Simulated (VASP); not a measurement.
# AgBr (Fm-3m) in VASP: single point with PBE

Aim: the single point of AgBr with PBE.

Program: VASP 6.6.1. These are calculated values, not measurements. Logs are shortened: lines on timing, memory, paths and dates and some standing lists are left out, and cuts for length are marked.

## (1) The cell of the first run

Symmetry: Fm-3m, No. 225, cubic system. The conventional cell has a = 5.720 Å, b = 5.720 Å, c = 5.720 Å, α = 90.00°, β = 90.00°, γ = 90.00°. Within 3.8 Å of Ag (site symmetry m-3m) lie 6 Br at 2.86 Å. Br (site symmetry m-3m) has 6 Ag at 2.86 Å within 3.8 Å.

## (2) Single point, PBE

POSCAR reads:

```
AgBr
1.0
    0.0000000000      2.8598310000      2.8598310000
    2.8598310000      0.0000000000      2.8598310000
    2.8598310000      2.8598310000      0.0000000000
Ag Br
1 1
Direct
    0.0000000000      0.0000000000      0.0000000000
    0.5000000000      0.5000000000      0.5000000000
```

INCAR.step1 reads:

```
SYSTEM = AgBr
PREC = Accurate
ENCUT = 400
EDIFF = 1E-6
ISMEAR = -1
SIGMA = 0.1
LREAL = .FALSE.
LASPH = .TRUE.
NELM = 120
ALGO = Normal
ISIF = 2
LWAVE = .FALSE.
LCHARG = .TRUE.
LMAXMIX = 4
GGA = PE
NBANDS = 16
GGA_COMPAT = .FALSE.
NEDOS = 2001
LORBIT = 11
```

KPOINTS.step1 reads:

```
regular mesh
0
G
  10 10 10
  0 0 0
```

INCAR.step2 reads:

```
SYSTEM = AgBr
PREC = Accurate
ENCUT = 400
EDIFF = 1E-6
ISMEAR = -5
SIGMA = 0.1
LREAL = .FALSE.
LASPH = .TRUE.
NELM = 120
ALGO = Normal
ISIF = 2
LWAVE = .FALSE.
LCHARG = .FALSE.
LMAXMIX = 4
GGA = PE
LORBIT = 10
NEDOS = 1001
ICHARG = 11
GGA_COMPAT = .FALSE.
```

KPOINTS.step2 reads:

```
regular mesh
0
G
  15 15 15
  0 0 0
```

Potentials or basis: VASP PAW PBE potentials, release 64 (Ag, Br).

Run with:

```sh
$ cat potpaw_PBE.64/Ag/POTCAR potpaw_PBE.64/Br/POTCAR > POTCAR
$ cp INCAR.step1 INCAR
$ cp KPOINTS.step1 KPOINTS
$ mpirun -np 1 vasp_std > vasp.out
$ cp INCAR.step2 INCAR
$ cp KPOINTS.step2 KPOINTS
$ mpirun -np 1 vasp_std > vasp.out
```

OUTCAR:

```text
SYSTEM = AgBr
   PREC = Accurate
   ENCUT = 400
   EDIFF = 1E-6
   ISMEAR = -5
   LREAL = .FALSE.
   LASPH = .TRUE.
   NELM = 120
   ISIF = 2
   GGA = PE
   LORBIT = 10
   ICHARG = 11

 ion  position               nearest neighbor table
   1  0.000  0.000  0.000-   2 2.86   2 2.86   2 2.86   2 2.86   2 2.86   2 2.86
   2  0.500  0.500  0.500-   1 2.86   1 2.86   1 2.86   1 2.86   1 2.86   1 2.86

  LATTYP: Found a face centered cubic cell.
 ALAT       =     5.7196620000

  Lattice vectors:

 A1 = (   0.0000000000,   2.8598310000,   2.8598310000)
 A2 = (   2.8598310000,   0.0000000000,   2.8598310000)
 A3 = (   2.8598310000,   2.8598310000,   0.0000000000)

Analysis of symmetry for initial positions (statically):
=====================================================================
 Subroutine PRICEL returns:
 Original cell was already a primitive cell.

 Routine SETGRP: Setting up the symmetry group for a
 face centered cubic supercell.

 Subroutine GETGRP returns: Found 48 space group operations
 (whereof 48 operations were pure point group operations)
 out of a pool of 48 trial point group operations.

The static configuration has the point symmetry O_h .

Analysis of symmetry for dynamics (positions and initial velocities):
=====================================================================
 Subroutine PRICEL returns:
 Original cell was already a primitive cell.

 Routine SETGRP: Setting up the symmetry group for a
 face centered cubic supercell.

 Subroutine GETGRP returns: Found 48 space group operations
 (whereof 48 operations were pure point group operations)
 out of a pool of 48 trial point group operations.

The dynamic configuration has the point symmetry O_h .

 Subroutine INISYM returns: Found 48 space group operations
 (whereof 48 operations are pure point group operations),
 and found     1 'primitive' translations

----------------------------------------------------------------------------------------

                                     Primitive cell

  volume of cell :      46.7790

  direct lattice vectors                    reciprocal lattice vectors
     0.000000000  2.859831000  2.859831000    -0.174835506  0.174835506  0.174835506
     2.859831000  0.000000000  2.859831000     0.174835506 -0.174835506  0.174835506
     2.859831000  2.859831000  0.000000000     0.174835506  0.174835506 -0.174835506

  length of vectors
     4.044411786  4.044411786  4.044411786     0.302823979  0.302823979  0.302823979

  position of ions in fractional coordinates (direct lattice)
     0.000000000  0.000000000  0.000000000
     0.500000000  0.500000000  0.500000000

  ion indices of the primitive-cell ions
   primitive index   ion index
                 1           1
                 2           2

----------------------------------------------------------------------------------------

 KPOINTS: regular mesh

Automatic generation of k-mesh.
 Grid dimensions read from file:
 generate k-points for:   15   15   15

 Generating k-lattice:

  Cartesian coordinates                     Fractional coordinates (reciprocal lattice)
    -0.011655700  0.011655700  0.011655700     0.066666667  0.000000000  0.000000000
     0.011655700 -0.011655700  0.011655700     0.000000000  0.066666667  0.000000000
     0.011655700  0.011655700 -0.011655700     0.000000000  0.000000000  0.066666667

  Length of vectors
     0.020188265  0.020188265  0.020188265

  Shift w.r.t. Gamma in fractional coordinates (k-lattice)
     0.000000000  0.000000000  0.000000000

 TETIRR: Found    484 inequivalent tetrahedra from    20250

 Subroutine IBZKPT returns following result:
 ===========================================

 Found    120 irreducible k-points:

 Following reciprocal coordinates:
            Coordinates               Weight
  0.000000  0.000000  0.000000      1.000000
  0.066667  0.000000  0.000000      8.000000
  0.133333  0.000000  0.000000      8.000000
  0.200000  0.000000  0.000000      8.000000
  0.266667  0.000000  0.000000      8.000000
  0.333333  0.000000  0.000000      8.000000
[... 16 lines left out ...]
  0.133333  0.133333  0.000000      6.000000
  0.200000  0.133333  0.000000     24.000000
 [... further k-points ...]
   k-points           NKPTS =    120   k-points in BZ     NKDIM =    120   number of bands    NBANDS=     13
   number of dos      NEDOS =   1001   number of ions     NIONS =      2
   total plane-waves  NPLWV =  21952
   dimension x,y,z NGX =    28 NGY =   28 NGZ =   28
   dimension x,y,z NGXF=    56 NGYF=   56 NGZF=   56
   ions per type =               1   1
   NGX,Y,Z   is equivalent  to a cutoff of  11.51, 11.51, 11.51 a.u.
   NGXF,Y,Z  is equivalent  to a cutoff of  23.02, 23.02, 23.02 a.u.
 SYSTEM =  AgBr
   PREC   = accura    normal or accurate (medium, high low for compatibility)
   ISTART =      0    job   : 0-new  1-cont  2-samecut
   ICHARG =     11    charge: 1-file 2-atom 10-const
   ISPIN  =      1    spin polarized calculation?
   LNONCOLLINEAR =      F non collinear calculations
   LSORBIT =      F    spin-orbit coupling
   LASPH  =      T    aspherical Exc in radial PAW
   ENCUT  =  400.0 eV  29.40 Ry    5.42 a.u.   6.60  6.60  6.60*2*pi/ulx,y,z
   NELM   =    120;   NELMIN=  2; NELMDL=  0     # of ELM steps
   EDIFF  = 0.1E-05   stopping-criterion for ELM
   LREAL  =      F    real-space projection
   EDIFFG = 0.1E-04   stopping-criterion for IOM
   NSW    =      0    number of steps for IOM
   IBRION =     -1    ionic relax: 0-MD 1-quasi-New 2-CG
   NFREE  =      0    steps in history (QN), initial steepest desc. (CG)
   ISIF   =      2    stress and relaxation
   ISYM   =      2    0-nonsym 1-usesym 2-fastsym
   POTIM  = 0.5000    time-step for ionic-motion
   TEBEG  =    0.0;   TEEND  =   0.0 temperature during run
   PSTRESS=    0.0 pullay stress
   NELECT =      18.0000    total number of electrons
   NUPDOWN=      -1.0000    fix difference up-down
   EMIN   =  10.00;   EMAX   =-10.00  energy-range for DOS
   EFERMI =   0.00;   METHOD = LEGACY
   ISMEAR =    -5;   SIGMA  =   0.10  broadening in eV -4-tet -1-fermi 0-gaus
   EFERMI_NEDOS =   21; number of points for ismear=-14 and -15
   IALGO  =     38    algorithm
   IMIX   =      4    mixing-type and parameters
     AMIX     =   0.40;   BMIX     =  1.00
     AMIX_MAG =   1.60;   BMIX_MAG =  1.00
  volume/ion in A,a.u.               =      23.39       157.84
  Fermi-wavevector in a.u.,A,eV,Ry     =   1.190735  2.250164 19.291034  1.417851
  Thomas-Fermi vector in A             =   2.326813
   LORBIT       =     10    0 simple, 1 ext, 2 COOP (PROOUT), +10 PAW based schemes
   GGA     = PE    functional components
   LHFCALC =     F    Hartree Fock is set to
   AEXX    =    0.0000 exact exchange contribution
   IVDW    =     0    specifies the selected vdW correction
   LEPSILON=     F    determine dielectric tensor
   LRPA    =     F    only Hartree local field effects (RPA)
 non-spin polarized calculation
 Fermi weights with tetrahedron method with Bloechl corrections
  energy-cutoff  :      400.00
  volume of cell :       46.78
 maximum number of plane-waves:       881

 number of electron      18.0000002 magnetization

 Free energy of the ion-electron system (eV)
  ---------------------------------------------------
  ext. energy  EPLUGINS =         0.00000000
  ---------------------------------------------------
  free energy    TOTEN  =        -4.97456431 eV

  energy without entropy =       -4.97456431  energy(sigma->0) =       -4.97456431

 E-fermi :   3.7652     XC(G=0):  -9.9162

 val. band max:        3.7387264019   @ k =   0.4667   0.0000   0.0000
 cond. band min:       4.4243581298   @ k =   0.0000   0.0000   0.0000
 fundamental gap:      0.6856317279
 Fermi energy:         3.7651981046

 k-point     1 :       0.0000    0.0000    0.0000
  band No.  band energies     occupation
      1     -11.3989      2.00000
      2       0.9104      2.00000
      3       0.9104      2.00000
      4       0.9104      2.00000
      5       0.9106      2.00000
      6       0.9106      2.00000
      7       1.7810      2.00000
      8       1.7810      2.00000
      9       1.7810      2.00000
     10       4.4244      0.00000
     11      13.6644      0.00000
     12      13.6644      0.00000
     13      13.6644      0.00000

 k-point     2 :       0.0667    0.0000    0.0000
  band No.  band energies     occupation
      1     -11.3806      2.00000
      2       0.7562      2.00000
      3       0.7562      2.00000
      4       0.8280      2.00000
      5       0.9234      2.00000
      6       0.9234      2.00000
      7       1.6164      2.00000
      8       1.9561      2.00000
      9       1.9561      2.00000
     10       4.7148      0.00000
     11      13.0917      0.00000
     12      13.6046      0.00000
     13      13.6046      0.00000

 k-point     3 :       0.1333    0.0000    0.0000
  band No.  band energies     occupation
      1     -11.3282      2.00000
      2       0.4654      2.00000
      3       0.4654      2.00000
      4       0.4900      2.00000
      5       0.9603      2.00000
      6       0.9603      2.00000
      7       1.4205      2.00000
      8       2.3069      2.00000
      9       2.3069      2.00000
     10       5.3716      0.00000
     11      12.2111      0.00000
     12      13.2310      0.00000
     13      13.2310      0.00000
[... 305 lines left out ...]
 k-point    23 :       0.1333    0.1333    0.0000
  band No.  band energies     occupation
      1     -11.3072      2.00000
      2      -0.0367      2.00000
      3       0.7697      2.00000
      4       0.7697      2.00000
      5       0.8632      2.00000
      6       0.9376      2.00000
      7       1.8786      2.00000
      8       1.8786      2.00000
      9       2.0289      2.00000
     10       5.7569      0.00000
     11      12.3272      0.00000
     12      12.4894      0.00000
     13      13.2056      0.00000

 k-point    24 :       0.2000    0.1333    0.0000
  band No.  band energies     occupation
      1     -11.2512      2.00000
      2      -0.3248      2.00000
      3       0.5855      2.00000
      4       0.5892      2.00000
      5       0.8901      2.00000
      6       1.0045      2.00000
      7       1.6518      2.00000
      8       2.0158      2.00000
      9       2.3824      2.00000
     10       6.3426      0.00000
     11      11.4327      0.00000
     12      12.0295      0.00000
     13      13.0251      0.00000

 [... further k-points ...]

------------------------ aborting loop because EDIFF is reached ----------------------------------------

  FORCE on cell =-STRESS in cart. coord.  units (eV):
  Direction    XX          YY          ZZ          XY          YZ          ZX
  --------------------------------------------------------------------------------------
  -------------------------------------------------------------------------------------
  Total        0.7772327      0.7772327      0.7772327     -0.0000000     -0.0000000      0.0000000
  in kB       26.6201544     26.6201544     26.6201544     -0.0000000     -0.0000000      0.0000000
  external PRESSURE =      26.6201544 kB  Pullay stress =       0.0000000 kB

 VOLUME and BASIS-vectors are now :
 -----------------------------------------------------------------------------
  energy-cutoff  :      400.00
  volume of cell :       46.78
      direct lattice vectors                 reciprocal lattice vectors
     0.000000000  2.859831000  2.859831000    -0.174835506  0.174835506  0.174835506
     2.859831000  0.000000000  2.859831000     0.174835506 -0.174835506  0.174835506
     2.859831000  2.859831000  0.000000000     0.174835506  0.174835506 -0.174835506

 POSITION                                       TOTAL-FORCE (eV/Angst)
 -----------------------------------------------------------------------------------
      0.00000      0.00000      0.00000         0.000000     -0.000000      0.000000
      2.85983      2.85983      2.85983        -0.000000      0.000000     -0.000000
 -----------------------------------------------------------------------------------
    total drift:                                0.000000      0.000000      0.000000

  FREE ENERGIE OF THE ION-ELECTRON SYSTEM (eV)
  ---------------------------------------------------
  free  energy   TOTEN  =        -4.9745643147 eV

  energy  without entropy=       -4.9745643147  energy(sigma->0) =       -4.97456431

 total charge

# of ion       s       p       d       tot
------------------------------------------
    1        0.230   0.157   9.351   9.738
    2        1.617   3.200   0.028   4.845
--------------------------------------------------
tot          1.847   3.357   9.380  14.583
```

It took 77 s on 1 thread of AMD EPYC 7R13, shared host; peak memory 0.16 GiB.

Results:

| Item | Value |
| --- | --- |
| Valence electrons inside the program's atomic spheres | Ag 9.74; Br 4.84 |
